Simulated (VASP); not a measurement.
# Os (I4/mmm) in VASP: a series of runs, part 2 of 2

VASP 6.6.1.

**3. Single point, r2SCAN (strain +0.015 along x and y, +0.000 along z)**

Contents of POSCAR:

```
Os
1.0
    0.0000000000      1.9741750000      1.9450000000
    1.9741750000      0.0000000000      1.9450000000
    1.9741750000      1.9741750000      0.0000000000
Os
1
Direct
    0.0000000000      0.0000000000      0.0000000000
```

Contents of INCAR.step1:

```
SYSTEM = Os
PREC = Accurate
ENCUT = 520
ISMEAR = 0
SIGMA = 0.15
LREAL = .FALSE.
LASPH = .TRUE.
NELM = 80
NBANDS = 10
GGA = PE
ALGO = Normal
EDIFF = 1E-4
LWAVE = .TRUE.
LCHARG = .FALSE.
```

Contents of INCAR.step2:

```
SYSTEM = Os
PREC = Accurate
ENCUT = 520
EDIFF = 1E-6
ISMEAR = 0
SIGMA = 0.15
LREAL = .FALSE.
LASPH = .TRUE.
NELM = 80
ALGO = Normal
ISIF = 2
LWAVE = .FALSE.
LCHARG = .FALSE.
METAGGA = R2SCAN
LMIXTAU = .TRUE.
NBANDS = 10
ISTART = 1
```

Contents of KPOINTS:

```
Automatic mesh
0
G
  20 20 20
  0 0 0
```

Potentials or basis: VASP PAW PBE potentials, release 64 (Os).

Command:

```sh
$ cat potpaw_PBE.64/Os/POTCAR > POTCAR
$ cp INCAR.step1 INCAR
$ mpirun -np 1 vasp_std > vasp.out
$ cp INCAR.step2 INCAR
$ mpirun -np 1 vasp_std > vasp.out
```

Wall time 2 min (1 thread of Intel Xeon 6975P-C (Granite Rapids), shared host); peak memory 0.23 GiB.

The run converged. Its results:

```yaml
Free_energy: -52.7621 eV
Pressure: -25.8 GPa
Band_gap_on_the_k_mesh: zero (band 4 reaches 10.42 eV, above the bottom of band 5 at 6.48 eV)
```

Stress tensor (GPa, compression positive):
```
-27.11   0.00   0.00
  0.00 -27.11   0.00
  0.00   0.00 -23.16
```

Levels at points of the mesh, in eV from the Fermi level:
```tsv
k point	band 1	band 2	band 3	band 4	band 5	band 6	band 7	band 8
(0.00, 0.00, 0.00)	-10.60	-2.86	-2.86	-2.65	-0.15	0.11	14.95	20.46
(0.50, 0.00, 0.00)	-7.34	-3.05	-2.83	-0.23	2.15	2.26	8.43	14.52
(0.50, 0.50, 0.00)	-7.10	-6.45	2.12	2.43	2.85	2.85	11.88	12.15
(0.50, 0.00, 0.50)	-7.12	-6.44	2.11	2.14	2.74	2.93	11.48	12.34
```

Caveat: the cell differs from its parent crystal (strain +0.015 along x and y, +0.000 along z); the PAW data sets were made with another functional, which shifts forces and pressure a little; spin-orbit coupling is left out, which moves the levels of the heavy elements.

**4. Single point, r2SCAN (strain +0.030 along x and y, -0.015 along z)**

Contents of POSCAR:

```
Os
1.0
    0.0000000000      2.0033500000      1.9158250000
    2.0033500000      0.0000000000      1.9158250000
    2.0033500000      2.0033500000      0.0000000000
Os
1
Direct
    0.0000000000      0.0000000000      0.0000000000
```

Contents of INCAR.step1:

```
SYSTEM = Os
PREC = Accurate
ENCUT = 520
ISMEAR = 0
SIGMA = 0.15
LREAL = .False.
LASPH = .True.
NELM = 80
NBANDS = 10
GGA = PE
ALGO = Normal
EDIFF = 1E-4
LWAVE = .True.
LCHARG = .False.
```

Contents of INCAR.step2:

```
SYSTEM = Os
PREC = Accurate
ENCUT = 520
EDIFF = 1E-6
ISMEAR = 0
SIGMA = 0.15
LREAL = .False.
LASPH = .True.
NELM = 80
ALGO = Normal
ISIF = 2
LWAVE = .False.
LCHARG = .False.
METAGGA = R2SCAN
LMIXTAU = .True.
NBANDS = 10
ISTART = 1
```

Contents of KPOINTS:

```
Automatic mesh
0
Gamma
  20 20 20
  0 0 0
```

Command:

```sh
$ cat potpaw_PBE.64/Os/POTCAR > POTCAR
$ cp INCAR.step1 INCAR
$ mpirun -np 1 vasp_std > vasp.out
$ cp INCAR.step2 INCAR
$ mpirun -np 1 vasp_std > vasp.out
```

Run time: 2.2 min. Hardware: 1 thread of Intel Xeon 6975P-C (Granite Rapids), shared host; peak memory 0.23 GiB.

The run converged. Its results:

```yaml
Free_energy: -52.7089 eV
Pressure: -29.5 GPa
Band_gap_on_the_k_mesh: zero (band 4 reaches 10.58 eV, above the bottom of band 5 at 6.48 eV)
```

Stress tensor (GPa, compression positive):
```
-33.80   0.00   0.00
  0.00 -33.80   0.00
  0.00   0.00 -21.05
```

Levels at points of the mesh, in eV from the Fermi level:
```tsv
k point	band 1	band 2	band 3	band 4	band 5	band 6	band 7	band 8
(0.00, 0.00, 0.00)	-10.47	-2.91	-2.91	-2.31	-0.41	0.34	14.99	20.08
(0.50, 0.00, 0.00)	-7.21	-3.19	-2.55	-0.21	1.98	2.32	8.28	14.49
(0.50, 0.50, 0.00)	-6.92	-6.34	2.06	2.79	2.79	2.85	11.70	11.70
(0.50, 0.00, 0.50)	-6.99	-6.28	1.89	2.06	2.49	3.01	11.01	12.29
```

Caveat: the cell differs from its parent crystal (strain +0.030 along x and y, -0.015 along z); the PAW data sets were made with another functional, which shifts forces and pressure a little; spin-orbit coupling is left out, which moves the levels of the heavy elements.

**5. Single point, r2SCAN (strain +0.030 along x and y, +0.000 along z)**

Contents of POSCAR:

```
Os
1.0
    0.0000000000      2.0033500000      1.9450000000
    2.0033500000      0.0000000000      1.9450000000
    2.0033500000      2.0033500000      0.0000000000
Os
1
Direct
    0.0000000000      0.0000000000      0.0000000000
```

Contents of INCAR.step1:

```
ALGO     = Normal         # electronic algorithm
EDIFF    = 1E-4           # SCF threshold, eV
ENCUT    = 520            # plane-wave cutoff, eV
GGA      = PE             # functional
ISMEAR   = 0              # smearing method
LASPH    = T              # aspherical terms in the spheres
LCHARG   = F              # write CHGCAR
LREAL    = F              # projectors in reciprocal space
LWAVE    = T              # write WAVECAR
NBANDS   = 10             # bands
NELM     = 100            # most SCF steps
PREC     = Accurate       # precision mode
SIGMA    = 0.15           # smearing width, eV
```

Contents of INCAR.step2:

```
ALGO     = Normal         # electronic algorithm
EDIFF    = 1E-6           # SCF threshold, eV
ENCUT    = 520            # plane-wave cutoff, eV
ISIF     = 2              # what is computed and relaxed
ISMEAR   = 0              # smearing method
ISTART   = 1            
LASPH    = T              # aspherical terms in the spheres
LCHARG   = F              # write CHGCAR
LMIXTAU  = T            
LREAL    = F              # projectors in reciprocal space
LWAVE    = F              # write WAVECAR
METAGGA  = R2SCAN         # meta-GGA
NBANDS   = 10             # bands
NELM     = 100            # most SCF steps
PREC     = Accurate       # precision mode
SIGMA    = 0.15           # smearing width, eV
```

Contents of KPOINTS:

```
k-points
0
Gamma
  20 20 20
```

Command:

```sh
$ cat potpaw_PBE.64/Os/POTCAR > POTCAR
$ cp INCAR.step1 INCAR
$ mpirun -np 1 vasp_std > vasp.out
$ cp INCAR.step2 INCAR
$ mpirun -np 1 vasp_std > vasp.out
```

Wall time 2.2 min (1 thread of Intel Xeon 6975P-C (Granite Rapids), shared host); peak memory 0.23 GiB.

It converged, with:

```yaml
Free_energy: -52.6727 eV
Pressure: -33.7 GPa
Band_gap_on_the_k_mesh: zero (band 4 reaches 10.17 eV, above the bottom of band 5 at 6.19 eV)
```

Stress tensor (GPa, compression positive):
```
-36.24   0.00   0.00
  0.00 -36.24   0.00
  0.00   0.00 -28.52
```

Levels at points of the mesh, in eV from the Fermi level:
| k point | band 2 | band 3 | band 4 | band 5 | band 6 | band 7 |
| --- | --- | --- | --- | --- | --- | --- |
| (0.00, 0.00, 0.00) | -2.79 | -2.79 | -2.40 | -0.28 | 0.21 | 14.97 |
| (0.50, 0.00, 0.00) | -3.02 | -2.60 | -0.19 | 1.99 | 2.21 | 8.09 |
| (0.50, 0.50, 0.00) | -6.19 | 2.01 | 2.59 | 2.71 | 2.71 | 11.67 |
| (0.50, 0.00, 0.50) | -6.16 | 1.97 | 2.02 | 2.52 | 2.86 | 10.91 |

Caveat: the cell differs from its parent crystal (strain +0.030 along x and y, +0.000 along z); the PAW data sets were made with another functional, which shifts forces and pressure a little; spin-orbit coupling is left out, which moves the levels of the heavy elements.

**6. Single point, r2SCAN (strain +0.015 along x and y, +0.030 along z)**

Contents of POSCAR:

```
Os
1.0
    0.0000000000      1.9741750000      2.0033500000
    1.9741750000      0.0000000000      2.0033500000
    1.9741750000      1.9741750000      0.0000000000
Os
1
Direct
    0.0000000000      0.0000000000      0.0000000000
```

Contents of INCAR.step1:

```
SYSTEM = Os
  ALGO = Normal
  EDIFF = 1E-4
  ENCUT = 520
  GGA = PE
  ISMEAR = 0
  LASPH = .True.
  LCHARG = .False.
  LREAL = .False.
  LWAVE = .True.
  NBANDS = 10
  NELM = 100
  PREC = Accurate
  SIGMA = 0.15
```

Contents of INCAR.step2:

```
SYSTEM = Os
  ALGO = Normal
  EDIFF = 1E-7
  ENCUT = 520
  ISIF = 2
  ISMEAR = 0
  ISTART = 1
  LASPH = .True.
  LCHARG = .False.
  LMIXTAU = .True.
  LREAL = .False.
  LWAVE = .False.
  METAGGA = R2SCAN
  NBANDS = 10
  NELM = 100
  PREC = Accurate
  SIGMA = 0.15
```

Contents of KPOINTS:

```
k-points
0
Gamma
  20 20 20
  0 0 0
```

Potentials or basis: VASP PAW PBE potentials, release 64 (Os).

Command:

```sh
$ cat potpaw_PBE.64/Os/POTCAR > POTCAR
$ cp INCAR.step1 INCAR
$ mpirun -np 1 vasp_std > vasp.out
$ cp INCAR.step2 INCAR
$ mpirun -np 1 vasp_std > vasp.out
```

It took 2.5 min on 1 thread of Intel Xeon 6975P-C (Granite Rapids), shared host; peak memory 0.23 GiB.

Results (log left out):

```
Free energy            : -52.6775 eV
Pressure               : -33.8 GPa
Band gap on the k mesh : zero (band 4 reaches 9.85 eV, above the bottom of band 5 at 6.22 eV)
```

Stress tensor (GPa, compression positive):
```
-32.65   0.00   0.00
  0.00 -32.65   0.00
  0.00   0.00 -36.14
```

Levels at points of the mesh, in eV from the Fermi level:
| k point | band 2 | band 3 | band 4 | band 5 | band 6 | band 7 |
| --- | --- | --- | --- | --- | --- | --- |
| (0.00, 0.00, 0.00) | -2.80 | -2.60 | -2.60 | -0.15 | 0.10 | 14.96 |
| (0.50, 0.00, 0.00) | -2.91 | -2.71 | -0.20 | 2.05 | 2.15 | 8.08 |
| (0.50, 0.50, 0.00) | -6.17 | 1.97 | 2.04 | 2.69 | 2.69 | 10.90 |
| (0.50, 0.00, 0.50) | -6.17 | 2.02 | 2.27 | 2.61 | 2.79 | 11.28 |

Caveat: the cell differs from its parent crystal (strain +0.015 along x and y, +0.030 along z); the PAW data sets were made with another functional, which shifts forces and pressure a little; spin-orbit coupling is left out, which moves the levels of the heavy elements.

**7. Single point, r2SCAN (strain +0.030 along x and y, +0.015 along z)**

Contents of POSCAR:

```
Os
1.0
    0.0000000000      2.0033500000      1.9741750000
    2.0033500000      0.0000000000      1.9741750000
    2.0033500000      2.0033500000      0.0000000000
Os
1
Direct
    0.0000000000      0.0000000000      0.0000000000
```

Contents of INCAR.step1:

```
  ALGO = Normal
  EDIFF = 1E-4
  ENCUT = 520
  GGA = PE
  ISMEAR = 0
  LASPH = True
  LCHARG = False
  LREAL = False
  LWAVE = True
  NBANDS = 10
  NELM = 80
  PREC = Accurate
  SIGMA = 0.15
```

Contents of INCAR.step2:

```
  ALGO = Normal
  EDIFF = 1E-7
  ENCUT = 520
  ISIF = 2
  ISMEAR = 0
  ISTART = 1
  LASPH = True
  LCHARG = True
  LELF = True
  LMIXTAU = True
  LREAL = False
  LVHAR = True
  LWAVE = False
  METAGGA = R2SCAN
  NBANDS = 10
  NELM = 80
  PREC = Accurate
  SIGMA = 0.15
```

Contents of KPOINTS:

```
k-points
0
Gamma
  20 20 20
```

Command:

```sh
$ cat potpaw_PBE.64/Os/POTCAR > POTCAR
$ cp INCAR.step1 INCAR
$ mpirun -np 1 vasp_std > vasp.out
$ cp INCAR.step2 INCAR
$ mpirun -np 1 vasp_std > vasp.out
```

Wall time 2.1 min (1 thread of Intel Xeon 6975P-C (Granite Rapids), shared host); peak memory 0.24 GiB.

The run converged. Its results:

```
Free energy            : -52.6263 eV
Pressure               : -37.3 GPa
Band gap on the k mesh : zero (band 4 reaches 9.73 eV, above the bottom of band 5 at 5.97 eV)
```

Stress tensor (GPa, compression positive):
```
-38.47   0.00   0.00
  0.00 -38.47   0.00
  0.00   0.00 -35.00
```

Levels at points of the mesh, in eV from the Fermi level:
```tsv
k point	band 1	band 2	band 3	band 4	band 5	band 6	band 7	band 8
(0.00, 0.00, 0.00)	-10.20	-2.67	-2.67	-2.48	-0.15	0.09	14.96	20.22
(0.50, 0.00, 0.00)	-6.95	-2.85	-2.65	-0.18	1.99	2.10	7.91	14.53
(0.50, 0.50, 0.00)	-6.66	-6.05	1.96	2.35	2.64	2.64	11.18	11.87
(0.50, 0.00, 0.50)	-6.69	-6.03	1.97	2.05	2.55	2.71	10.81	12.07
```

Caveat: the cell differs from its parent crystal (strain +0.030 along x and y, +0.015 along z); the PAW data sets were made with another functional, which shifts forces and pressure a little; spin-orbit coupling is left out, which moves the levels of the heavy elements.

**8. Overview**

```tsv
cell	gap on the mesh (eV)	pressure (GPa)
a = 2.792, b = 2.792, c = 2.751 Å, angles 60.5, 60.5, 59.0°, 1 atom	none	-25.6
a = 2.771, b = 2.771, c = 2.792 Å, angles 59.8, 59.8, 60.5°, 1 atom	none	-25.8
a = 2.772, b = 2.772, c = 2.833 Å, angles 59.3, 59.3, 61.5°, 1 atom	none	-29.5
a = 2.792, b = 2.792, c = 2.833 Å, angles 59.5, 59.5, 61.0°, 1 atom	none	-33.7
a = 2.813, b = 2.813, c = 2.792 Å, angles 60.2, 60.2, 59.5°, 1 atom	none	-33.8
a = 2.813, b = 2.813, c = 2.833 Å, angles 59.8, 59.8, 60.5°, 1 atom	none	-37.3
```

Alike in all rows: task single point; level r2SCAN; potentials or basis VASP PAW PBE potentials, release 64 (Os); no spin polarisation; k mesh 20 × 20 × 20; cutoff (eV) 520; smearing gaussian 0.15 eV.

Caveats: the PAW data sets were made with another functional, which shifts forces and pressure a little; spin-orbit coupling is left out, which moves the levels of the heavy elements.

Total energies depend on the potentials used, so only differences within one code and one set of settings carry meaning.
